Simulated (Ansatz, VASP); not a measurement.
## One calculation of BN2, two programs

```
B N
1.0
     3.46262    0.00000    0.00000
     0.00000    4.05607    0.00000
     0.00000    0.00000    2.52825
B N
2 4
Cartesian
  1.7313 2.0280 1.2641
  0.0000 0.0000 0.0000
  1.2220 3.6386 1.2641
  2.9533 2.4455 0.0000
  2.2407 0.4175 1.2641
  0.5093 1.6105 0.0000
```

Alike in both runs: functional PBE; k mesh 12 × 10 × 14; occupations gaussian, width 0.1 eV; no spin polarisation.

Ansatz relaxed the structure, and its values are those at the end. VASP's run is a single point on that final structure, the one shown.

|  | VASP | Ansatz |
| --- | --- | --- |
| version | VASP 6.6.1 | Ansatz 0.2.0 |
| potentials or method | VASP PAW PBE potentials, release 64 (B, N), cutoff 520 eV | scalar-relativistic, plane waves, PAW |
| valence electrons in the cell | 26 | 26 |

```tsv
	VASP	Ansatz	Ansatz less VASP
gap on the k mesh at the Fermi level (eV)	none	none	-
pressure (GPa)	0.1	0.0	-0.09
rms of the force components (eV/Å)	0.054	0.000	-0.0531
```

A gap of «none» marks a metal or a gap that the smearing closes.
